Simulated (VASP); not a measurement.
Set up this calculation in VASP 6.6.1, as the native input.

```
Task                   : single point
Functional             : LDA
Potentials or basis    : VASP PAW LDA potentials, release 64 (Ge_d)
Cutoff                 : 500 eV
k mesh                 : 12 × 12 × 7
Occupations            : fermi-dirac, width 0.1 eV
Spin                   : no spin polarisation
Dipole correction      : no
Further INCAR settings : ALGO = Normal; EDIFF = 1e-06; NBANDS = 21
```

The structure of Ge lies in POSCAR:

```
Ge
1.0
    1.4880530000     -2.5946900000      0.0000000000
    1.4880530000      2.5946900000      0.0000000000
    0.0000000000      0.0000000000      4.7275960000
Ge
2
Direct
    0.6665530000      0.3334470000      0.2500000000
    0.3334470000      0.6665530000      0.7500000000
```

This isn't the form of Ge at room conditions, which is diamond.

These files were run (other wordings do the same):

INCAR

```
PREC = Accurate ; ENCUT = 500
EDIFF = 1E-6 ; ISMEAR = -1
SIGMA = 0.1 ; LREAL = F
LASPH = T ; NELM = 120
ALGO = Normal ; ISIF = 2
LWAVE = F ; LCHARG = T
LELF = T ; LVHAR = T
NBANDS = 21 ; GGA_COMPAT = F
```

KPOINTS

```
regular mesh
0
Gamma
  12 12 7
```

Potentials or basis: VASP PAW LDA potentials, release 64 (Ge_d).

Command:

```console
$ cat potpaw_LDA.64/Ge_d/POTCAR > POTCAR
$ mpirun -np 1 vasp_std > vasp.out
```

Results of the run:

| Item | Value |
| --- | --- |
| Pressure | -1.5 GPa |
| Largest force | 0.004 eV/Å |
| Band gap on the k mesh | zero (bands 14 and 15 overlap by 9.40 eV) |

It took 110 s on 1 thread of Intel Xeon 8259CL, with other jobs on the host, peak memory 0.18 GiB.
